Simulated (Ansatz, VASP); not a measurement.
# One calculation of NaH, two programs

```
Na H
1.0
     0.04432    2.64124    2.64124
     2.64124    0.04432    2.64124
     2.64124    2.64124    0.04432
Na H
1 1
Cartesian
  0.0077 0.0077 0.0077
  1.3240 1.3240 1.3240
```

Change from the starting cell: shear_111 strain +2.6%.

Alike in both runs: task single point; functional PBE; k mesh 8 × 8 × 8; occupations fermi-dirac, width 0.02 eV; no spin polarisation.

```csv
,VASP,Ansatz
version,VASP 6.6.1,Ansatz 0.2.0
potentials or method,"VASP PAW PBE potentials, release 64 (Na_pv, H)","plane waves, PAW"
plane-wave cutoff (eV),520,420
valence electrons in the cell,8,10
```

|  | VASP | Ansatz | Ansatz less VASP |
| --- | --- | --- | --- |
| gap on the k mesh at the Fermi level (eV) | 3.47 | 3.47 | +0.002 |
| pressure (GPa) | -0.2 | -0.2 | +0.03 |
| traceless stress, the component that is largest in VASP (GPa) | -0.24 | -0.24 | 0.000 |

VASP's potentials hold 8 valence electrons a cell and Ansatz's 10, so a difference there can come from the potentials and not from the codes.
